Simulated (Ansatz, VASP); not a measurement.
**One calculation of AlN, two programs**

```
Al N
1.0
     0.00000    2.03518    2.03518
     2.03518    0.00000    2.03518
     2.03518    2.03518    0.00000
Al N
1 1
Direct
  0.00000 0.00000 0.00000
  0.50000 0.50000 0.50000
```

Alike in both runs: functional PBE; k mesh 8 × 8 × 8; occupations gaussian, width 0.1 eV; no spin polarisation.

Ansatz relaxed the structure, and its values are those at the end. VASP's run is a single point on that final structure, the one shown.

```csv
,VASP,Ansatz
version,VASP 6.6.1,Ansatz 0.2.0
potentials or method,"VASP PAW PBE potentials, release 64 (Al, N), cutoff 600 eV","scalar-relativistic, plane waves, PAW"
valence electrons in the cell,8,8
```

|  | VASP | Ansatz | Ansatz less VASP |
| --- | --- | --- | --- |
| gap on the k mesh at the Fermi level (eV) | 4.41 | 4.44 | +0.022 |
| least direct gap on the mesh (eV) | 5.39 | 5.38 | -0.011 |
| pressure (GPa) | -0.4 | 0.0 | +0.43 |

With one functional, cell and mesh, what is left measures potentials, basis and numerics.
